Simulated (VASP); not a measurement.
# BN (Pm) in VASP: notebook

BN is run at these levels: PBE; tasks: single point.

Program: VASP 6.6.1. These are calculated values, not measurements. Logs are shortened: lines on timing, memory, paths and dates and some standing lists are left out, and cuts for length are marked.

## (1) The cell of the first run

It takes space group Pm (No. 6, monoclinic). Conventional cell: a = 2.512 Å, b = 8.344 Å, c = 2.512 Å, α = 90.00°, β = 120.00°, γ = 90.00°. B (site symmetry m) has 3 N at 1.45 Å within 1.9 Å. Within 1.8 Å of B (site symmetry m) lie 3 N at 1.37 to 1.56 Å. Within 1.8 Å of N (site symmetry m) lie 3 B at 1.37 to 1.56 Å. N (site symmetry m) has 3 B at 1.45 Å within 1.9 Å.

## (2) Single point, PBE (atom 3 (N) moved -0.113 Å along Cartesian [1 -1 0])

File INCAR:

```
PREC = Accurate ; ENCUT = 520
EDIFF = 1E-7 ; ISMEAR = 0
SIGMA = 0.05 ; LREAL = False
LASPH = True ; NELM = 80
ALGO = Normal ; ISIF = 2
LWAVE = False ; LCHARG = False
GGA = PE ; NBANDS = 16
```

File KPOINTS:

```
regular mesh
0
Gamma
  12 12 4
```

File POSCAR:

```
BN
1.0
    2.5121751215      0.0000000000      0.0000000000
   -1.2560875608      2.1756074740      0.0000000000
    0.0000000000      0.0000000000      8.3436910039
B N
2 2
Direct
    0.3333333333      0.6666666667      0.2500000000
    0.6666666667      0.3333333333      0.7500000000
    0.3199498793      0.7032309430      0.7500000000
    0.6666666667      0.3333333333      0.2500000000
```

Potentials or basis: VASP PAW PBE potentials, release 64 (B, N).

The run is started by

```
$ cat potpaw_PBE.64/B/POTCAR potpaw_PBE.64/N/POTCAR > POTCAR
$ mpirun -np 1 vasp_std > vasp.out
```

OUTCAR:

```text
PREC = Accurate
   ENCUT = 520
   EDIFF = 1E-7
   ISMEAR = 0
   LREAL = False
   LASPH = True
   NELM = 80
   ISIF = 2
   GGA = PE

 ion  position               nearest neighbor table
   1  0.333  0.667  0.250-   4 1.45   4 1.45   4 1.45
   2  0.667  0.333  0.750-   3 1.37   3 1.43   3 1.56
   3  0.320  0.703  0.750-   2 1.37   2 1.43   2 1.56
   4  0.667  0.333  0.250-   1 1.45   1 1.45   1 1.45

  LATTYP: Found a hexagonal cell.
 ALAT       =     2.5121751215
 C/A-ratio  =     3.3213015018

  Lattice vectors:

 A1 = (   2.5121751215,   0.0000000000,   0.0000000000)
 A2 = (  -1.2560875608,   2.1756074740,   0.0000000000)
 A3 = (   0.0000000000,   0.0000000000,   8.3436910039)

Analysis of symmetry for initial positions (statically):
=====================================================================
 Subroutine PRICEL returns:
 Original cell was already a primitive cell.

 Routine SETGRP: Setting up the symmetry group for a
 hexagonal supercell.

 Subroutine GETGRP returns: Found  2 space group operations
 (whereof  1 operations were pure point group operations)
 out of a pool of 24 trial point group operations.

The static configuration has the point symmetry C_1 .
 The point group associated with its full space group is C_1h.

Analysis of symmetry for dynamics (positions and initial velocities):
=====================================================================
 Subroutine PRICEL returns:
 Original cell was already a primitive cell.

 Routine SETGRP: Setting up the symmetry group for a
 hexagonal supercell.

 Subroutine GETGRP returns: Found  2 space group operations
 (whereof  1 operations were pure point group operations)
 out of a pool of 24 trial point group operations.

The dynamic configuration has the point symmetry C_1 .
 The point group associated with its full space group is C_1h.

 Subroutine INISYM returns: Found  2 space group operations
 (whereof  1 operations are pure point group operations),
 and found     1 'primitive' translations

----------------------------------------------------------------------------------------

                                     Primitive cell

  volume of cell :      45.6025

  direct lattice vectors                    reciprocal lattice vectors
     2.512175121  0.000000000  0.000000000     0.398061422  0.229820869  0.000000000
    -1.256087561  2.175607474  0.000000000     0.000000000  0.459641738  0.000000000
     0.000000000  0.000000000  8.343691004     0.000000000  0.000000000  0.119851035

  length of vectors
     2.512175121  2.512175122  8.343691004     0.459641738  0.459641738  0.119851035

  position of ions in fractional coordinates (direct lattice)
     0.333333333  0.666666667  0.250000000
     0.666666667  0.333333333  0.750000000
     0.319949879  0.703230943  0.750000000
     0.666666667  0.333333333  0.250000000

  ion indices of the primitive-cell ions
   primitive index   ion index
                 1           1
                 2           2
                 3           3
                 4           4

----------------------------------------------------------------------------------------

 KPOINTS: regular mesh

Automatic generation of k-mesh.
 Grid dimensions read from file:
 generate k-points for:   12   12    4

 Generating k-lattice:

  Cartesian coordinates                     Fractional coordinates (reciprocal lattice)
     0.033171785  0.019151739  0.000000000     0.083333333  0.000000000  0.000000000
     0.000000000  0.038303478  0.000000000     0.000000000  0.083333333  0.000000000
     0.000000000  0.000000000  0.029962759     0.000000000  0.000000000  0.250000000

  Length of vectors
     0.038303478  0.038303478  0.029962759

  Shift w.r.t. Gamma in fractional coordinates (k-lattice)
     0.000000000  0.000000000  0.000000000

 Subroutine IBZKPT returns following result:
 ===========================================

 Found    222 irreducible k-points:

 Following reciprocal coordinates:
            Coordinates               Weight
  0.000000  0.000000  0.000000      1.000000
  0.083333 -0.000000  0.000000      2.000000
  0.000000  0.083333  0.000000      2.000000
 -0.083333  0.083333  0.000000      2.000000
  0.166667  0.000000  0.000000      2.000000
  0.000000  0.166667  0.000000      2.000000
[... 16 lines left out ...]
  0.166667  0.083333  0.000000      2.000000
 -0.083333  0.250000  0.000000      2.000000
 [... further k-points ...]
   k-points           NKPTS =    222   k-points in BZ     NKDIM =    222   number of bands    NBANDS=     16
   number of dos      NEDOS =    301   number of ions     NIONS =      4
   total plane-waves  NPLWV =  25600
   dimension x,y,z NGX =    20 NGY =   20 NGZ =   64
   dimension x,y,z NGXF=    40 NGYF=   40 NGZF=  128
   ions per type =               2   2
   NGX,Y,Z   is equivalent  to a cutoff of  13.24, 13.24, 12.75 a.u.
   NGXF,Y,Z  is equivalent  to a cutoff of  26.47, 26.47, 25.50 a.u.
 SYSTEM =  unknown system
   PREC   = accura    normal or accurate (medium, high low for compatibility)
   ISTART =      0    job   : 0-new  1-cont  2-samecut
   ICHARG =      2    charge: 1-file 2-atom 10-const
   ISPIN  =      1    spin polarized calculation?
   LNONCOLLINEAR =      F non collinear calculations
   LSORBIT =      F    spin-orbit coupling
   LASPH  =      T    aspherical Exc in radial PAW
   ENCUT  =  520.0 eV  38.22 Ry    6.18 a.u.   4.67  4.67 15.51*2*pi/ulx,y,z
   NELM   =     80;   NELMIN=  2; NELMDL= -5     # of ELM steps
   EDIFF  = 0.1E-06   stopping-criterion for ELM
   LREAL  =      F    real-space projection
   EDIFFG = 0.1E-05   stopping-criterion for IOM
   NSW    =      0    number of steps for IOM
   IBRION =     -1    ionic relax: 0-MD 1-quasi-New 2-CG
   NFREE  =      0    steps in history (QN), initial steepest desc. (CG)
   ISIF   =      2    stress and relaxation
   ISYM   =      2    0-nonsym 1-usesym 2-fastsym
   POTIM  = 0.5000    time-step for ionic-motion
   TEBEG  =    0.0;   TEEND  =   0.0 temperature during run
   PSTRESS=    0.0 pullay stress
   NELECT =      16.0000    total number of electrons
   NUPDOWN=      -1.0000    fix difference up-down
   EMIN   =  10.00;   EMAX   =-10.00  energy-range for DOS
   EFERMI =   0.00;   METHOD = LEGACY
   ISMEAR =     0;   SIGMA  =   0.05  broadening in eV -4-tet -1-fermi 0-gaus
   EFERMI_NEDOS =   21; number of points for ismear=-14 and -15
   IALGO  =     38    algorithm
   IMIX   =      4    mixing-type and parameters
     AMIX     =   0.40;   BMIX     =  1.00
     AMIX_MAG =   1.60;   BMIX_MAG =  1.00
  volume/ion in A,a.u.               =      11.40        76.94
  Fermi-wavevector in a.u.,A,eV,Ry     =   1.154654  2.181980 18.139645  1.333226
  Thomas-Fermi vector in A             =   2.291289
   LORBIT       =      0    0 simple, 1 ext, 2 COOP (PROOUT), +10 PAW based schemes
   GGA     = PE    functional components
   LHFCALC =     F    Hartree Fock is set to
   AEXX    =    0.0000 exact exchange contribution
   IVDW    =     0    specifies the selected vdW correction
   LEPSILON=     F    determine dielectric tensor
   LRPA    =     F    only Hartree local field effects (RPA)
 non-spin polarized calculation
 Gauss-broadening in eV      SIGMA  =   0.05
  energy-cutoff  :      520.00
  volume of cell :       45.60
 maximum number of plane-waves:      1267
   NGX =  9   NGY =  9   NGZ = 31

 number of electron      15.9999998 magnetization

 Free energy of the ion-electron system (eV)
  ---------------------------------------------------
  ext. energy  EPLUGINS =         0.00000000
  ---------------------------------------------------
  free energy    TOTEN  =       -34.97223986 eV

  energy without entropy =      -34.97223986  energy(sigma->0) =      -34.97223986

 E-fermi :   0.8835     XC(G=0):  -8.5770

 val. band max:        0.5973789985   @ k =   0.3333   0.3333   0.0000
 cond. band min:       4.8159865365   @ k =   0.0000   0.5000   0.0000
 fundamental gap:      4.2186075380
 Fermi energy:         0.8834511690

 k-point     1 :       0.0000    0.0000    0.0000
  band No.  band energies     occupation
      1     -17.0350      2.00000
      2     -16.9941      2.00000
      3      -4.9017      2.00000
      4      -4.3010      2.00000
      5      -2.0270      2.00000
      6      -0.7542      2.00000
[... 8 lines left out ...]
     15      12.9851      0.00000
     16      13.8323      0.00000

 k-point     2 :       0.0833   -0.0000    0.0000
  band No.  band energies     occupation
      1     -16.9031      2.00000
      2     -16.8632      2.00000
      3      -4.7198      2.00000
      4      -4.1261      2.00000
      5      -2.4101      2.00000
      6      -1.3115      2.00000
[... 8 lines left out ...]
     15      12.6944      0.00000
     16      14.0349      0.00000

 k-point     3 :       0.0000    0.0833    0.0000
  band No.  band energies     occupation
      1     -16.9040      2.00000
      2     -16.8641      2.00000
      3      -4.7186      2.00000
      4      -4.1248      2.00000
      5      -2.4427      2.00000
      6      -1.3115      2.00000
[... 8 lines left out ...]
     15      12.6944      0.00000
     16      13.7477      0.00000

 k-point     4 :      -0.0833    0.0833    0.0000
  band No.  band energies     occupation
      1     -16.9002      2.00000
      2     -16.8598      2.00000
      3      -4.7237      2.00000
      4      -4.1304      2.00000
      5      -2.2218      2.00000
      6      -1.3115      2.00000
[... 8 lines left out ...]
     15      12.6943      0.00000
     16      14.3218      0.00000
[... 324 lines left out ...]
 k-point    22 :      -0.1667    0.0833    0.0000
  band No.  band energies     occupation
      1     -16.6367      2.00000
      2     -16.5974      2.00000
      3      -4.3688      2.00000
      4      -3.7906      2.00000
      5      -2.7928      2.00000
      6      -2.2247      2.00000
[... 8 lines left out ...]
     15      13.5952      0.00000
     16      13.7741      0.00000

 k-point    23 :       0.1667    0.0833    0.0000
  band No.  band energies     occupation
      1     -16.1555      2.00000
      2     -16.1069      2.00000
      3      -4.4026      2.00000
      4      -3.7041      2.00000
      5      -3.6446      2.00000
      6      -3.0958      2.00000
[... 8 lines left out ...]
     15      13.1250      0.00000
     16      14.6595      0.00000

 k-point    24 :      -0.0833    0.2500    0.0000
  band No.  band energies     occupation
      1     -16.1377      2.00000
      2     -16.1011      2.00000
      3      -4.2155      2.00000
      4      -3.7041      2.00000
      5      -3.6597      2.00000
      6      -3.1132      2.00000
[... 8 lines left out ...]
     15      12.7726      0.00000
     16      14.7714      0.00000

 [... further k-points ...]

------------------------ aborting loop because EDIFF is reached ----------------------------------------

  FORCE on cell =-STRESS in cart. coord.  units (eV):
  Direction    XX          YY          ZZ          XY          YZ          ZX
  --------------------------------------------------------------------------------------
  -------------------------------------------------------------------------------------
  Total       -0.2370480      1.7593180     -0.0231770      0.7895753      0.0000000      0.0000000
  in kB       -8.3283352     61.8110705     -0.8142907     27.7405742      0.0000000      0.0000000
  external PRESSURE =      17.5561482 kB  Pullay stress =       0.0000000 kB

 VOLUME and BASIS-vectors are now :
 -----------------------------------------------------------------------------
  energy-cutoff  :      520.00
  volume of cell :       45.60
      direct lattice vectors                 reciprocal lattice vectors
     2.512175121  0.000000000  0.000000000     0.398061422  0.229820869  0.000000000
    -1.256087561  2.175607474  0.000000000     0.000000000  0.459641738  0.000000000
     0.000000000  0.000000000  8.343691004     0.000000000  0.000000000  0.119851035

 POSITION                                       TOTAL-FORCE (eV/Angst)
 -----------------------------------------------------------------------------------
     -0.00000      1.45040      2.08592        -0.000281      0.000262      0.000000
      1.25609      0.72520      6.25777        -2.428361      3.229918      0.000000
     -0.07955      1.52995      6.25777         2.428548     -3.230318      0.000000
      1.25609      0.72520      2.08592         0.000095      0.000139      0.000000
 -----------------------------------------------------------------------------------
    total drift:                               -0.000038      0.000053      0.000000

  FREE ENERGIE OF THE ION-ELECTRON SYSTEM (eV)
  ---------------------------------------------------
  free  energy   TOTEN  =       -34.9722398574 eV

  energy  without entropy=      -34.9722398574  energy(sigma->0) =      -34.97223986
```

Run time: 4.8 min. Hardware: 1 thread of AMD EPYC 7R13, shared host; peak memory 0.23 GiB.

What came out:

```yaml
Free_energy: -34.9722 eV
Pressure: 1.8 GPa
Largest_force: 4.041 eV/Å
Band_gap_on_the_k_mesh: 4.22 eV, indirect (least direct gap 4.45 eV)
```

Forces in eV/Å, atoms in the order of the input:
```
B    0.000  0.000  0.000
B   -2.428  3.230  0.000
N    2.429 -3.230  0.000
N    0.000  0.000  0.000
```

Stress tensor (GPa, compression positive):
```
-0.83  2.77  0.00
 2.77  6.18  0.00
 0.00  0.00 -0.08
```

Caveat: the cell differs from its parent crystal (atom 3 (N) moved -0.113 Å along Cartesian [1 -1 0]); this functional lacks dispersion, which binds the layers, so the pressure and a relaxed spacing across them are unreliable; forces of over 1 eV/Å act on the atoms, so gaps and moduli don't describe the material at rest.

## (3) Single point, PBE (atom 3 (N) moved +0.113 Å along Cartesian [1 -1 0])

File INCAR:

```
PREC = Accurate ; ENCUT = 520
EDIFF = 1E-7 ; ISMEAR = 0
SIGMA = 0.05 ; LREAL = F
LASPH = T ; NELM = 80
ALGO = Normal ; ISIF = 2
LWAVE = F ; LCHARG = F
GGA = PE ; NBANDS = 16
```

KPOINTS is that of step 2.

POSCAR, as its differences from that of step 2:

```diff
@@ -10,3 +10,3 @@
     0.6666666667      0.3333333333      0.7500000000
-    0.3199498793      0.7032309430      0.7500000000
+    0.3467167873      0.6301023903      0.7500000000
     0.6666666667      0.3333333333      0.2500000000
```

Potentials or basis: VASP PAW PBE potentials, release 64 (B, N).

The run is started by

```
$ cat potpaw_PBE.64/B/POTCAR potpaw_PBE.64/N/POTCAR > POTCAR
$ mpirun -np 1 vasp_std > vasp.out
```

It took 2.1 min on 1 thread of Intel Xeon Platinum 8259CL at 2.50GHz (Skylake/Cascade Lake), shared host; peak memory 0.26 GiB.

Results (log left out):

* Free energy: -34.9295 eV
* Pressure: 2.1 GPa
* Largest force: 5.193 eV/Å
* Band gap on the k mesh: 4.07 eV, indirect (least direct gap 4.48 eV)

Forces on the atoms (eV/Å):
```
B    0.000  0.000  0.000
B    4.054 -3.245  0.000
N   -4.054  3.245  0.000
N    0.000  0.000  0.000
```

Stress tensor (GPa, compression positive):
```
 6.79 -4.34  0.00
-4.34 -0.42  0.00
 0.00  0.00 -0.08
```

Levels at points of the mesh, in eV from the valence-band top:
```tsv
k point	band 5	band 6	band 7	band 8	band 9	band 10	band 11	band 12
(0.00, 0.00, 0.00)	-2.58	-1.35	-1.35	-0.08	4.40	7.76	9.80	10.12
(0.50, 0.00, 0.00)	-4.12	-4.10	-1.12	-0.83	4.65	5.20	9.10	9.71
(0.00, 0.50, 0.00)	-4.52	-4.12	-1.27	-0.86	4.69	5.56	9.20	9.74
(0.50, 0.50, 0.00)	-4.12	-3.52	-0.93	-0.53	4.07	4.82	9.51	9.98
(0.00, 0.00, 0.50)	-2.58	-1.35	-1.35	-0.08	5.68	5.69	9.89	11.51
(0.50, 0.00, 0.50)	-4.12	-4.10	-1.05	-0.90	4.76	5.03	9.20	9.69
(0.00, 0.50, 0.50)	-4.52	-4.12	-1.23	-0.90	4.76	5.43	9.34	9.68
(0.50, 0.50, 0.50)	-4.12	-3.52	-0.90	-0.55	4.07	4.76	9.70	9.89
```

Caveat: the cell differs from its parent crystal (atom 3 (N) moved +0.113 Å along Cartesian [1 -1 0]); this functional lacks dispersion, which binds the layers, so the pressure and a relaxed spacing across them are unreliable; forces of over 1 eV/Å act on the atoms, so gaps and moduli don't describe the material at rest.
